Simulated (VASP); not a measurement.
# TaN (P6/mmm) in VASP: settings compared

Aim: see how the results for TaN move with the level of theory and the settings. Levels: PBEsol, PBE, r2SCAN. Tasks: single point.

Everything below comes from runs of VASP 6.6.1. Logs are shortened: lines on timing, memory, paths and dates and some standing lists are left out, and cuts for length are marked.

## (1) The cell of the first run

Symmetry: P6/mmm, No. 191, hexagonal system. The conventional cell has a = 5.205 Å, b = 5.205 Å, c = 2.904 Å, α = 90.00°, β = 90.00°, γ = 120.00°. Within 3.4 Å of Ta (site symmetry 6/mmm) lie 6 N at 2.60 Å and 14 Ta at 2.90 to 3.34 Å. Within 3.1 Å of Ta (site symmetry -6m2) lie 6 N at 2.09 Å and 5 Ta at 2.90 to 3.01 Å. N (site symmetry mmm) has 6 Ta at 2.09 to 2.60 Å and 6 N at 2.60 to 2.90 Å within 3.0 Å.

## (2) Single point, PBEsol

INCAR

```
ALGO = Normal
EDIFF = 1E-6
ENCUT = 700
GGA = PS
GGA_COMPAT = F
ISIF = 2
ISMEAR = 0
LASPH = T
LCHARG = F
LREAL = F
LWAVE = F
NBANDS = 36
NELM = 120
PREC = Accurate
SIGMA = 0.15
```

KPOINTS

```
k-points
0
Gamma
  6 6 12
```

POSCAR

```
TaN
1.0
    5.2050894135      0.0000000000      0.0000000000
   -2.6025447067      4.5077396610      0.0000000000
    0.0000000000      0.0000000000      2.9035873890
Ta N
3 3
Direct
    0.0000000000      0.0000000000      0.0000000000
    0.3333333333      0.6666666667      0.5000000000
    0.6666666667      0.3333333333      0.5000000000
    0.5000000000      0.0000000000      0.0000000000
    0.5000000000      0.5000000000      0.0000000000
    0.0000000000      0.5000000000      0.0000000000
```

Potentials or basis: VASP PAW PBE potentials, release 64 (Ta_sv_GW, N).

Started as:

```
> cat potpaw_PBE.64/Ta_sv_GW/POTCAR potpaw_PBE.64/N/POTCAR > POTCAR
> mpirun -np 1 vasp_std > vasp.out
```

OUTCAR:

```text
EDIFF = 1E-6
   ENCUT = 700
   GGA = PS
   ISIF = 2
   ISMEAR = 0
   LASPH = T
   LREAL = F
   NELM = 120
   PREC = Accurate

 ion  position               nearest neighbor table
   1  0.000  0.000  0.000-
   2  0.333  0.667  0.500-   4 2.09   4 2.09   6 2.09   6 2.09   5 2.09   5 2.09   3 3.01   3 3.01
                             3 3.01
   3  0.667  0.333  0.500-   4 2.09   4 2.09   6 2.09   6 2.09   5 2.09   5 2.09   2 3.01   2 3.01
                             2 3.01
   4  0.500  0.000  0.000-   2 2.09   3 2.09   2 2.09   3 2.09
   5  0.500  0.500  0.000-   2 2.09   3 2.09   2 2.09   3 2.09
   6  0.000  0.500  0.000-   2 2.09   3 2.09   2 2.09   3 2.09

  LATTYP: Found a hexagonal cell.
 ALAT       =     5.2050894135
 C/A-ratio  =     0.5578362173

  Lattice vectors:

 A1 = (   5.2050894135,   0.0000000000,   0.0000000000)
 A2 = (  -2.6025447067,   4.5077396610,   0.0000000000)
 A3 = (   0.0000000000,   0.0000000000,   2.9035873890)

Analysis of symmetry for initial positions (statically):
=====================================================================
 Subroutine PRICEL returns:
 Original cell was already a primitive cell.

 Routine SETGRP: Setting up the symmetry group for a
 hexagonal supercell.

 Subroutine GETGRP returns: Found 24 space group operations
 (whereof 24 operations were pure point group operations)
 out of a pool of 24 trial point group operations.

The static configuration has the point symmetry D_6h.

Analysis of symmetry for dynamics (positions and initial velocities):
=====================================================================
 Subroutine PRICEL returns:
 Original cell was already a primitive cell.

 Routine SETGRP: Setting up the symmetry group for a
 hexagonal supercell.

 Subroutine GETGRP returns: Found 24 space group operations
 (whereof 24 operations were pure point group operations)
 out of a pool of 24 trial point group operations.

The dynamic configuration has the point symmetry D_6h.

 Subroutine INISYM returns: Found 24 space group operations
 (whereof 24 operations are pure point group operations),
 and found     1 'primitive' translations

----------------------------------------------------------------------------------------

                                     Primitive cell

  volume of cell :      68.1274

  direct lattice vectors                    reciprocal lattice vectors
     5.205089413  0.000000000  0.000000000     0.192119658  0.110920336  0.000000000
    -2.602544707  4.507739661  0.000000000     0.000000000  0.221840673  0.000000000
     0.000000000  0.000000000  2.903587389     0.000000000  0.000000000  0.344401551

  length of vectors
     5.205089413  5.205089413  2.903587389     0.221840673  0.221840673  0.344401551

  position of ions in fractional coordinates (direct lattice)
     0.000000000  0.000000000  0.000000000
     0.333333333  0.666666667  0.500000000
     0.666666667  0.333333333  0.500000000
     0.500000000  0.000000000  0.000000000
     0.500000000  0.500000000  0.000000000
     1.000000000  0.500000000  0.000000000

  ion indices of the primitive-cell ions
   primitive index   ion index
                 1           1
                 2           2
                 3           3
                 4           4
                 5           5
                 6           6

----------------------------------------------------------------------------------------

 KPOINTS: k-points

Automatic generation of k-mesh.
 Grid dimensions read from file:
 generate k-points for:    6    6   12

 Generating k-lattice:

  Cartesian coordinates                     Fractional coordinates (reciprocal lattice)
     0.032019943  0.018486723  0.000000000     0.166666667  0.000000000  0.000000000
     0.000000000  0.036973445  0.000000000     0.000000000  0.166666667  0.000000000
     0.000000000  0.000000000  0.028700129     0.000000000  0.000000000  0.083333333

  Length of vectors
     0.036973445  0.036973445  0.028700129

  Shift w.r.t. Gamma in fractional coordinates (k-lattice)
     0.000000000  0.000000000  0.000000000

 Subroutine IBZKPT returns following result:
 ===========================================

 Found     49 irreducible k-points:

 Following reciprocal coordinates:
            Coordinates               Weight
  0.000000  0.000000  0.000000      1.000000
  0.166667  0.000000  0.000000      6.000000
  0.333333  0.000000  0.000000      6.000000
  0.500000  0.000000  0.000000      3.000000
  0.166667  0.166667  0.000000      6.000000
  0.333333  0.166667  0.000000     12.000000
[... 16 lines left out ...]
  0.166667  0.000000  0.250000     12.000000
  0.333333  0.000000  0.250000     12.000000
 [... further k-points ...]
   k-points           NKPTS =     49   k-points in BZ     NKDIM =     49   number of bands    NBANDS=     36
   number of dos      NEDOS =    301   number of ions     NIONS =      6
   total plane-waves  NPLWV =  64512
   dimension x,y,z NGX =    48 NGY =   48 NGZ =   28
   dimension x,y,z NGXF=    96 NGYF=   96 NGZF=   56
   ions per type =               3   3
   NGX,Y,Z   is equivalent  to a cutoff of  15.33, 15.33, 16.03 a.u.
   NGXF,Y,Z  is equivalent  to a cutoff of  30.66, 30.66, 32.06 a.u.
 SYSTEM =  unknown system
   PREC   = accura    normal or accurate (medium, high low for compatibility)
   ISTART =      0    job   : 0-new  1-cont  2-samecut
   ICHARG =      2    charge: 1-file 2-atom 10-const
   ISPIN  =      1    spin polarized calculation?
   LNONCOLLINEAR =      F non collinear calculations
   LSORBIT =      F    spin-orbit coupling
   LASPH  =      T    aspherical Exc in radial PAW
   ENCUT  =  700.0 eV  51.45 Ry    7.17 a.u.  11.23 11.23  6.26*2*pi/ulx,y,z
   NELM   =    120;   NELMIN=  2; NELMDL= -5     # of ELM steps
   EDIFF  = 0.1E-05   stopping-criterion for ELM
   LREAL  =      F    real-space projection
   EDIFFG = 0.1E-04   stopping-criterion for IOM
   NSW    =      0    number of steps for IOM
   IBRION =     -1    ionic relax: 0-MD 1-quasi-New 2-CG
   NFREE  =      0    steps in history (QN), initial steepest desc. (CG)
   ISIF   =      2    stress and relaxation
   ISYM   =      2    0-nonsym 1-usesym 2-fastsym
   POTIM  = 0.5000    time-step for ionic-motion
   TEBEG  =    0.0;   TEEND  =   0.0 temperature during run
   PSTRESS=    0.0 pullay stress
   NELECT =      54.0000    total number of electrons
   NUPDOWN=      -1.0000    fix difference up-down
   EMIN   =  10.00;   EMAX   =-10.00  energy-range for DOS
   EFERMI =   0.00;   METHOD = LEGACY
   ISMEAR =     0;   SIGMA  =   0.15  broadening in eV -4-tet -1-fermi 0-gaus
   EFERMI_NEDOS =   21; number of points for ismear=-14 and -15
   IALGO  =     38    algorithm
   IMIX   =      4    mixing-type and parameters
     AMIX     =   0.40;   BMIX     =  1.00
     AMIX_MAG =   1.60;   BMIX_MAG =  1.00
  volume/ion in A,a.u.               =      11.35        76.62
  Fermi-wavevector in a.u.,A,eV,Ry     =   1.515068  2.863063 31.231233  2.295431
  Thomas-Fermi vector in A             =   2.624641
   LORBIT       =      0    0 simple, 1 ext, 2 COOP (PROOUT), +10 PAW based schemes
   GGA     = PS    functional components
   LHFCALC =     F    Hartree Fock is set to
   AEXX    =    0.0000 exact exchange contribution
   IVDW    =     0    specifies the selected vdW correction
   LEPSILON=     F    determine dielectric tensor
   LRPA    =     F    only Hartree local field effects (RPA)
 non-spin polarized calculation
 Gauss-broadening in eV      SIGMA  =   0.15
  energy-cutoff  :      700.00
  volume of cell :       68.13
 maximum number of plane-waves:      2892
 NGX is ok and might be reduce to    48
   NGX = 23   NGY = 23   NGZ = 13

 number of electron      54.0000002 magnetization

 Free energy of the ion-electron system (eV)
  ---------------------------------------------------
  ext. energy  EPLUGINS =         0.00000000
  ---------------------------------------------------
  free energy    TOTEN  =       -76.35598893 eV

  energy without entropy =      -76.34758584  energy(sigma->0) =      -76.35178738

 E-fermi :  11.9794     XC(G=0): -13.5161

 val. band max:       11.8439520992   @ k =   0.5000   0.0000   0.1667
 cond. band min:      11.9965933228   @ k =   0.1667   0.0000   0.2500
 fundamental gap:      0.1526412236
 Fermi energy:        11.9793799311

 k-point     1 :       0.0000    0.0000    0.0000
  band No.  band energies     occupation
      1     -57.2696      2.00000
      2     -57.2233      2.00000
      3     -56.9508      2.00000
      4     -24.1191      2.00000
      5     -24.1191      2.00000
      6     -23.7402      2.00000
[... 28 lines left out ...]
     35      15.2514      0.00000
     36      15.2517      0.00000

 k-point     2 :       0.1667    0.0000    0.0000
  band No.  band energies     occupation
      1     -57.2668      2.00000
      2     -57.2260      2.00000
      3     -56.9509      2.00000
      4     -24.1397      2.00000
      5     -24.1077      2.00000
      6     -23.7207      2.00000
[... 28 lines left out ...]
     35      15.3774      0.00000
     36      15.5884      0.00000

 k-point     3 :       0.3333    0.0000    0.0000
  band No.  band energies     occupation
      1     -57.2596      2.00000
      2     -57.2330      2.00000
      3     -56.9512      2.00000
      4     -24.1749      2.00000
      5     -24.0568      2.00000
      6     -23.7433      2.00000
[... 28 lines left out ...]
     35      15.4738      0.00000
     36      15.5932      0.00000
[... 742 lines left out ...]
 k-point    23 :       0.1667    0.0000    0.2500
  band No.  band energies     occupation
      1     -57.2426      2.00000
      2     -57.2026      2.00000
      3     -56.9319      2.00000
      4     -24.0527      2.00000
      5     -24.0248      2.00000
      6     -23.9980      2.00000
[... 28 lines left out ...]
     35      15.3097      0.00000
     36      15.7469      0.00000

 k-point    24 :       0.3333    0.0000    0.2500
  band No.  band energies     occupation
      1     -57.2356      2.00000
      2     -57.2094      2.00000
      3     -56.9321      2.00000
      4     -24.0784      2.00000
      5     -23.9912      2.00000
      6     -23.9686      2.00000
[... 28 lines left out ...]
     35      15.6639      0.00000
     36      16.0120      0.00000

 [... further k-points ...]
[... 5 lines left out ...]
  --------------------------------------------------------------------------------------
  -------------------------------------------------------------------------------------
  Total       -0.0060703     -0.0060703      0.1626012     -0.0000000      0.0000000      0.0000000
  in kB       -0.1427583     -0.1427583      3.8239513     -0.0000000      0.0000000      0.0000000
  external PRESSURE =       1.1794783 kB  Pullay stress =       0.0000000 kB

 VOLUME and BASIS-vectors are now :
 -----------------------------------------------------------------------------
  energy-cutoff  :      700.00
  volume of cell :       68.13
      direct lattice vectors                 reciprocal lattice vectors
     5.205089413  0.000000000  0.000000000     0.192119658  0.110920336  0.000000000
    -2.602544707  4.507739661  0.000000000     0.000000000  0.221840673  0.000000000
     0.000000000  0.000000000  2.903587389     0.000000000  0.000000000  0.344401551

 POSITION                                       TOTAL-FORCE (eV/Angst)
 -----------------------------------------------------------------------------------
      0.00000      0.00000      0.00000        -0.000000      0.000000      0.000000
     -0.00000      3.00516      1.45179         0.000000     -0.000000      0.000000
      2.60254      1.50258      1.45179        -0.000000     -0.000000      0.000000
      2.60254      0.00000      0.00000        -0.000000      0.000000      0.000000
      1.30127      2.25387      0.00000        -0.000000      0.000000      0.000000
     -1.30127      2.25387      0.00000        -0.000000      0.000000      0.000000
 -----------------------------------------------------------------------------------
    total drift:                               -0.000000      0.000000     -0.000000

  FREE ENERGIE OF THE ION-ELECTRON SYSTEM (eV)
  ---------------------------------------------------
  free  energy   TOTEN  =       -76.3559889257 eV

  energy  without entropy=      -76.3475858353  energy(sigma->0) =      -76.35178738
```

It took 5.6 min on 1 thread of Intel Xeon Platinum 8259CL at 2.50GHz (Skylake/Cascade Lake), shared host; peak memory 0.34 GiB.

Results:

| Property | Result |
| --- | --- |
| Free energy | -76.3560 eV |
| Pressure | 0.1 GPa |
| Band gap on the k mesh | zero (bands 27 and 28 overlap by 2.14 eV) |

Levels at points of the mesh, in eV from the Fermi level:
| k point | band 23 | band 24 | band 25 | band 26 | band 27 | band 28 | band 29 | band 30 | band 31 | band 32 |
| --- | --- | --- | --- | --- | --- | --- | --- | --- | --- | --- |
| (0.00, 0.00, 0.00) | -3.03 | -3.03 | -2.51 | -2.10 | -1.27 | -1.27 | 0.84 | 0.84 | 1.15 | 2.17 |
| (0.50, 0.00, 0.00) | -4.58 | -3.41 | -2.93 | -1.71 | -0.72 | 1.31 | 1.83 | 1.86 | 2.31 | 2.45 |
| (0.00, 0.00, 0.50) | -3.72 | -3.12 | -3.12 | -1.93 | 0.86 | 0.86 | 1.53 | 1.70 | 2.51 | 2.51 |
| (0.50, 0.00, 0.50) | -4.48 | -3.39 | -3.10 | -2.12 | -1.23 | 1.05 | 1.35 | 3.11 | 3.41 | 3.56 |

Caveat: the PAW data sets were made with another functional, which shifts forces and pressure a little; spin-orbit coupling is left out, which moves the levels of the heavy elements.

## (3) Single point, PBE (strained)

INCAR

```
ALGO = Normal
EDIFF = 1E-6
ENCUT = 600
GGA = PE
GGA_COMPAT = F
ISIF = 2
ISMEAR = 0
LASPH = T
LCHARG = F
LREAL = F
LWAVE = F
NBANDS = 33
NELM = 120
PREC = Accurate
SIGMA = 0.1
```

KPOINTS

```
k-points
0
Gamma
  9 9 12
```

Edit POSCAR of step 2 so:

```diff
@@ -2,5 +2,5 @@
 1.0
-    5.2050894135      0.0000000000      0.0000000000
-   -2.6025447067      4.5077396610      0.0000000000
-    0.0000000000      0.0000000000      2.9035873890
+    5.3361419841      0.0000000000      0.0000000000
+   -2.6680709920      4.6212345164      0.0000000000
+    0.0000000000      0.0000000000      2.9927682000
 Ta N
```

Potentials or basis: VASP PAW PBE potentials, release 64 (Ta_pv, N).

Started as:

```
> cat potpaw_PBE.64/Ta_pv/POTCAR potpaw_PBE.64/N/POTCAR > POTCAR
> mpirun -np 1 vasp_std > vasp.out
```

It took 6.6 min on 1 thread of Oxide Virtual Turin-like, shared host; peak memory 0.32 GiB.

Results (log left out):

- Free energy: -64.6377 eV
- Pressure: -14.0 GPa
- Band gap on the k mesh: zero (bands 24 and 25 overlap by 1.92 eV)

Stress tensor (GPa, compression positive):
```
-10.90   0.00   0.00
  0.00 -10.90   0.00
  0.00   0.00 -20.15
```

Levels at points of the mesh, in eV from the Fermi level:
| k point | band 20 | band 21 | band 22 | band 23 | band 24 | band 25 | band 26 | band 27 | band 28 | band 29 |
| --- | --- | --- | --- | --- | --- | --- | --- | --- | --- | --- |
| (0.00, 0.00, 0.00) | -2.90 | -2.90 | -2.30 | -1.94 | -1.13 | -1.13 | 0.70 | 0.70 | 0.96 | 1.79 |
| (0.00, 0.00, 0.50) | -3.39 | -2.92 | -2.92 | -1.79 | 0.72 | 0.72 | 1.23 | 1.42 | 2.17 | 2.17 |

Caveat: the cell differs from its parent crystal (strained); the stress differs along the axes, from -20 to -11 GPa; spin-orbit coupling is left out, which moves the levels of the heavy elements.

## (4) Single point, r2SCAN (strained)

Edit POSCAR of step 3 so:

```diff
@@ -2,5 +2,5 @@
 1.0
-    5.3361419841      0.0000000000      0.0000000000
-   -2.6680709920      4.6212345164      0.0000000000
-    0.0000000000      0.0000000000      2.9927682000
+    5.0625295734      0.0000000000      0.0000000000
+   -2.5312647867      4.3842792179      0.0000000000
+    0.0000000000      0.0000000000      2.9265530400
 Ta N
```

INCAR.step1

```
SYSTEM = TaN
PREC = Accurate
ENCUT = 660
ISMEAR = 0
SIGMA = 0.1
LREAL = .False.
LASPH = .True.
NELM = 120
NBANDS = 33
GGA = PE
ALGO = Normal
EDIFF = 1E-5
LWAVE = .True.
LCHARG = .False.
GGA_COMPAT = .False.
```

INCAR.step2

```
SYSTEM = TaN
PREC = Accurate
ENCUT = 660
EDIFF = 1E-6
ISMEAR = 0
SIGMA = 0.1
LREAL = .False.
LASPH = .True.
NELM = 120
ALGO = Normal
ISIF = 2
LWAVE = .False.
LCHARG = .False.
METAGGA = R2SCAN
LMIXTAU = .True.
NBANDS = 33
ISTART = 1
GGA_COMPAT = .False.
```

KPOINTS

```
regular mesh
0
Gamma
  9 9 12
  0 0 0
```

Started as:

```
> cat potpaw_PBE.64/Ta_pv/POTCAR potpaw_PBE.64/N/POTCAR > POTCAR
> cp INCAR.step1 INCAR
> mpirun -np 1 vasp_std > vasp.out
> cp INCAR.step2 INCAR
> mpirun -np 1 vasp_std > vasp.out
```

It took 24 min on 1 thread of Oxide Virtual Turin-like, shared host; peak memory 0.32 GiB.

It converged, with:

```yaml
Free_energy: -178.0776 eV
Pressure: 20.6 GPa
Band_gap_on_the_k_mesh: zero (bands 24 and 25 overlap by 2.21 eV)
```

Stress tensor (GPa, compression positive):
```
24.42  0.00  0.00
 0.00 24.42  0.00
 0.00  0.00 12.97
```

Levels at points of the mesh, in eV from the Fermi level:
```
           k point  band 21  band 22  band 23  band 24  band 25  band 26  band 27  band 28
(0.00, 0.00, 0.00)    -3.13    -2.67    -1.99    -1.16    -1.16     0.66     0.66     2.04
(0.00, 0.00, 0.50)    -3.27    -3.27    -2.10     1.05     1.12     1.12     2.43     2.93
```

Caveat: the cell differs from its parent crystal (strained); the stress differs along the axes, from 13 to 24 GPa; the PAW data sets were made with another functional, which shifts forces and pressure a little; spin-orbit coupling is left out, which moves the levels of the heavy elements.

## (5) Overview

```csv
level,potentials or basis,cell,k mesh,cutoff (eV),smearing,gap on the mesh (eV),pressure (GPa)
PBEsol,"VASP PAW PBE potentials, release 64 (Ta_sv_GW, N)","a = 5.205, b = 5.205, c = 2.904 Å, angles 90.0, 90.0, 120.0°, 6 atoms",6 × 6 × 12,700,gaussian 0.15 eV,none,0.1
PBE,"VASP PAW PBE potentials, release 64 (Ta_pv, N)","a = 5.336, b = 5.336, c = 2.993 Å, angles 90.0, 90.0, 120.0°, 6 atoms",9 × 9 × 12,600,gaussian 0.1 eV,none,-14.0
r2SCAN,"VASP PAW PBE potentials, release 64 (Ta_pv, N)","a = 5.063, b = 5.063, c = 2.927 Å, angles 90.0, 90.0, 120.0°, 6 atoms",9 × 9 × 12,660,gaussian 0.1 eV,none,20.6
```

Alike in all rows: task single point; no spin polarisation.

Caveats: spin-orbit coupling is left out, which moves the levels of the heavy elements; the PAW data sets were made with another functional, which shifts forces and pressure a little (at least some runs); the stress differs along the axes, from -20 to -11 GPa (at least some runs); the stress differs along the axes, from 13 to 24 GPa (at least some runs).

Absolute energies hang on the potentials; compare differences alone.

The gap in the log of VASP goes by the Fermi energy; the results here count the filled bands.